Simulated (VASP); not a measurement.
# Ti6Co (Pm-3m) in VASP: a series of runs

Runs on Ti6Co. Level: PBE. Tasks: single point.

Everything below comes from runs of VASP 6.6.1. Logs are shortened: lines on timing, memory, paths and dates and some standing lists are left out, and cuts for length are marked.

### 1 The cell of the first run

It takes space group Pm-3m (No. 221, cubic). The conventional cell has a = 4.510 Å, b = 4.510 Å, c = 4.510 Å, α = 90.00°, β = 90.00°, γ = 90.00°. Ti (site symmetry 4mm) has 5 Ti at 1.79 to 1.92 Å within 2.4 Å. Within 4.6 Å of Co (site symmetry m-3m) lie 24 Ti at 3.31 Å and 6 Co at 4.51 Å.

The cell was built from a structure type or drawn by symmetry, and may not be a known phase.

### 2 Single point, PBE, collinear spin, ferromagnetic start

Input file INCAR:

```
SYSTEM = Ti6Co
PREC     = Accurate       ! precision mode
ENCUT    = 520            ! plane-wave cutoff, eV
EDIFF    = 1E-6           ! SCF threshold, eV
ISMEAR   = 0              ! smearing method
SIGMA    = 0.1            ! smearing width, eV
LREAL    = .False.        ! projectors in reciprocal space
LASPH    = .True.         ! aspherical terms in the spheres
NELM     = 150            ! most SCF steps
ALGO     = Normal         ! electronic algorithm
ISIF     = 2              ! what is computed and relaxed
LWAVE    = .False.        ! write WAVECAR
LCHARG   = .True.         ! write CHGCAR
ISPIN    = 2              ! spin polarisation
MAGMOM   = 0 0 0 0 0 0 3  ! initial moments
LORBIT   = 11             ! projections on sites
LMAXMIX  = 4              ! l up to which the mixer works
GGA      = PE             ! functional
LELF     = .True.         ! ELF
LVHAR    = .True.       
NBANDS   = 54             ! bands
```

Input file KPOINTS:

```
regular mesh
0
Gamma
  4 4 4
  0 0 0
```

Input file POSCAR:

```
Ti6Co
1.0
    4.5097904300      0.0000000000      0.0000000000
    0.0000000000      4.5097904300      0.0000000000
    0.0000000000      0.0000000000      4.5097904300
Ti Co
6 1
Direct
    0.8015031200      0.5000000000      0.5000000000
    0.1984968800      0.5000000000      0.5000000000
    0.5000000000      0.5000000000      0.8015031200
    0.5000000000      0.5000000000      0.1984968800
    0.5000000000      0.1984968800      0.5000000000
    0.5000000000      0.8015031200      0.5000000000
    0.0000000000      0.0000000000      0.0000000000
```

Potentials or basis: VASP PAW PBE potentials, release 64 (Ti_sv, Co).

Started as:

```bash
> cat potpaw_PBE.64/Ti_sv/POTCAR potpaw_PBE.64/Co/POTCAR > POTCAR
> mpirun -np 1 vasp_std > vasp.out
```

OUTCAR:

```text
SYSTEM = Ti6Co
   PREC = Accurate
   ENCUT = 520
   EDIFF = 1E-6
   ISMEAR = 0
   LREAL = .False.
   LASPH = .True.
   NELM = 150
   ISIF = 2
   ISPIN = 2
   LORBIT = 11
   GGA = PE

 ion  position               nearest neighbor table
   1  0.802  0.500  0.500-   2 1.79   3 1.92   4 1.92   5 1.92   6 1.92   2 2.72
   2  0.198  0.500  0.500-   1 1.79   3 1.92   4 1.92   5 1.92   6 1.92   1 2.72
   3  0.500  0.500  0.802-   4 1.79   2 1.92   1 1.92   5 1.92   6 1.92   4 2.72
   4  0.500  0.500  0.198-   3 1.79   2 1.92   1 1.92   5 1.92   6 1.92   3 2.72
   5  0.500  0.198  0.500-   6 1.79   2 1.92   3 1.92   4 1.92   1 1.92   6 2.72
   6  0.500  0.802  0.500-   5 1.79   2 1.92   3 1.92   4 1.92   1 1.92   5 2.72
   7  0.000  0.000  0.000-

  LATTYP: Found a simple cubic cell.
 ALAT       =     4.5097904300

  Lattice vectors:

 A1 = (   4.5097904300,   0.0000000000,   0.0000000000)
 A2 = (   0.0000000000,   4.5097904300,   0.0000000000)
 A3 = (   0.0000000000,   0.0000000000,   4.5097904300)

Analysis of symmetry for initial positions (statically):
=====================================================================
 Subroutine PRICEL returns:
 Original cell was already a primitive cell.

 Routine SETGRP: Setting up the symmetry group for a
 simple cubic supercell.

 Subroutine GETGRP returns: Found 48 space group operations
 (whereof 48 operations were pure point group operations)
 out of a pool of 48 trial point group operations.

The static configuration has the point symmetry O_h .

Analysis of symmetry for dynamics (positions and initial velocities):
=====================================================================
 Subroutine PRICEL returns:
 Original cell was already a primitive cell.

 Routine SETGRP: Setting up the symmetry group for a
 simple cubic supercell.

 Subroutine GETGRP returns: Found 48 space group operations
 (whereof 48 operations were pure point group operations)
 out of a pool of 48 trial point group operations.

The dynamic configuration has the point symmetry O_h .

Analysis of structural, dynamic, and magnetic symmetry:
=====================================================================
 Subroutine PRICEL returns:
 Original cell was already a primitive cell.

 Routine SETGRP: Setting up the symmetry group for a
 simple cubic supercell.

 Subroutine GETGRP returns: Found 48 space group operations
 (whereof 48 operations were pure point group operations)
[... 137 lines left out ...]

 number of electron      80.9999980 magnetization       0.0027874

 Free energy of the ion-electron system (eV)
  ---------------------------------------------------
  ext. energy  EPLUGINS =         0.00000000
  ---------------------------------------------------
  free energy    TOTEN  =       -12.61381790 eV

  energy without entropy =      -12.57356252  energy(sigma->0) =      -12.59369021

 E-fermi :   9.9591     XC(G=0): -12.1582

 val. band max:        9.9490770471   @ k =   0.0000   0.0000   0.0000
 cond. band min:      10.0251686053   @ k =   0.2500   0.2500   0.0000
 fundamental gap:      0.0760915582
 Fermi energy:         9.9590713406

 spin component 1

 k-point     1 :       0.0000    0.0000    0.0000
  band No.  band energies     occupation
      1     -49.3098      1.00000
      2     -46.0626      1.00000
      3     -46.0626      1.00000
      4     -45.6203      1.00000
      5     -45.6203      1.00000
      6     -45.6203      1.00000
[... 539 lines left out ...]
     51      12.9790      0.00000
     52      12.9790      0.00000
 Fermi energy:         9.9590713406

 spin component 2

 k-point     1 :       0.0000    0.0000    0.0000
  band No.  band energies     occupation
      1     -49.3090      1.00000
      2     -46.0618      1.00000
      3     -46.0618      1.00000
      4     -45.6196      1.00000
      5     -45.6196      1.00000
      6     -45.6196      1.00000
[... 539 lines left out ...]
     51      12.9799      0.00000
     52      12.9799      0.00000
 [bands above 52 left out]

------------------------ aborting loop because EDIFF is reached ----------------------------------------

  FORCE on cell =-STRESS in cart. coord.  units (eV):
  Direction    XX          YY          ZZ          XY          YZ          ZX
  --------------------------------------------------------------------------------------
  -------------------------------------------------------------------------------------
  Total       77.3633802     77.3633802     77.3633802      0.0000000      0.0000000      0.0000000
  in kB     1351.3782889   1351.3782889   1351.3782889      0.0000000      0.0000000      0.0000000
  external PRESSURE =    1351.3782889 kB  Pullay stress =       0.0000000 kB

 VOLUME and BASIS-vectors are now :
 -----------------------------------------------------------------------------
  energy-cutoff  :      520.00
  volume of cell :       91.72
      direct lattice vectors                 reciprocal lattice vectors
     4.509790430  0.000000000  0.000000000     0.221739794  0.000000000  0.000000000
     0.000000000  4.509790430  0.000000000     0.000000000  0.221739794  0.000000000
     0.000000000  0.000000000  4.509790430     0.000000000  0.000000000  0.221739794

 POSITION                                       TOTAL-FORCE (eV/Angst)
 -----------------------------------------------------------------------------------
      3.61461      2.25490      2.25490        12.800682      0.000000     -0.000000
      0.89518      2.25490      2.25490       -12.800682      0.000000     -0.000000
      2.25490      2.25490      3.61461         0.000000      0.000000     12.800682
      2.25490      2.25490      0.89518         0.000000      0.000000    -12.800682
      2.25490      0.89518      2.25490         0.000000    -12.800682     -0.000000
      2.25490      3.61461      2.25490         0.000000     12.800682     -0.000000
      0.00000      0.00000      0.00000         0.000000      0.000000     -0.000000
 -----------------------------------------------------------------------------------
    total drift:                                0.000000      0.000000      0.000000

  FREE ENERGIE OF THE ION-ELECTRON SYSTEM (eV)
  ---------------------------------------------------
  free  energy   TOTEN  =       -12.6138179050 eV

  energy  without entropy=      -12.5735625156  energy(sigma->0) =      -12.59369021

 total charge

# of ion       s       p       d       tot
------------------------------------------
    1        2.258   6.231   3.583  12.073
    2        2.258   6.231   3.583  12.073
    3        2.258   6.231   3.583  12.073
    4        2.258   6.231   3.583  12.073
    5        2.258   6.231   3.583  12.073
    6        2.258   6.231   3.583  12.073
    7        0.317   0.210   7.249   7.776
--------------------------------------------------
tot         13.867  37.598  28.747  80.212

 magnetization (x)

# of ion       s       p       d       tot
------------------------------------------
    1        0.000   0.000   0.001   0.001
    2        0.000   0.000   0.001   0.001
    3        0.000   0.000   0.001   0.001
    4        0.000   0.000   0.001   0.001
    5        0.000   0.000   0.001   0.001
    6        0.000   0.000   0.001   0.001
    7       -0.000   0.000  -0.009  -0.009
--------------------------------------------------
tot          0.001   0.001  -0.005  -0.003
```

OSZICAR:

```text
N       E                     dE             d eps       ncg     rms          rms(c)
DAV:   1     0.126004032463E+04    0.12600E+04   -0.39767E+04  2232   0.204E+03
DAV:   2     0.128366704212E+03   -0.11317E+04   -0.10811E+04  2160   0.616E+02
DAV:   3    -0.279969077980E+02   -0.15636E+03   -0.14808E+03  3020   0.219E+02
DAV:   4    -0.512562899604E+02   -0.23259E+02   -0.22301E+02  3916   0.722E+01
[... 43 lines left out ...]
DAV:  48    -0.126138166503E+02    0.26873E-04   -0.85706E-05  2258   0.418E-02    0.479E-02
DAV:  49    -0.126138155226E+02    0.11277E-05   -0.13253E-05  2180   0.184E-02    0.338E-02
DAV:  50    -0.126138252409E+02   -0.97183E-05   -0.27476E-05  2180   0.254E-02    0.619E-02
DAV:  51    -0.126138176326E+02    0.76083E-05   -0.10734E-05  2054   0.155E-02    0.205E-02
DAV:  52    -0.126138179050E+02   -0.27236E-06   -0.12353E-06  1390   0.607E-03
   1 F= -.12613818E+02 E0= -.12593690E+02  d E =-.402554E-01  mag=     0.0022
```

stdout:

```text
POSCAR found type information on POSCAR TiCo
 POSCAR found :  2 types and       7 ions
 scaLAPACK will be used
 LDA part: xc-table for (Slater+PW92), standard interpolation
 POSCAR, INCAR and KPOINTS ok, starting setup
 FFT: planning ... GRIDC
 FFT: planning ... GRID_SOFT
 FFT: planning ... GRID
 WAVECAR not read
 entering main loop
```

Run time: 9.1 min. Hardware: 1 thread of Intel Xeon 8259CL, shared host; peak memory 0.28 GiB.

Results:

| Property | Result |
| --- | --- |
| Free energy | -12.6138 eV |
| Pressure | 135.1 GPa |
| Largest force | 12.801 eV/Å |
| Net moment | 0.00 μB per cell |
| Valence electrons inside the program's atomic spheres | Ti 12.07; Co 7.78 |

Forces in eV/Å, atoms in the order of the input:
```
Ti   12.801   0.000   0.000
Ti  -12.801   0.000   0.000
Ti    0.000   0.000  12.801
Ti    0.000   0.000 -12.801
Ti    0.000 -12.801   0.000
Ti    0.000  12.801   0.000
Co    0.000   0.000   0.000
```

Caveat: atoms lie so close that the PAW spheres overlap strongly, which falsifies energies and pressures; the cell stands under pressure; forces of over 1 eV/Å act on the atoms, so gaps and moduli don't describe the material at rest.

[end of part 1 of 2]
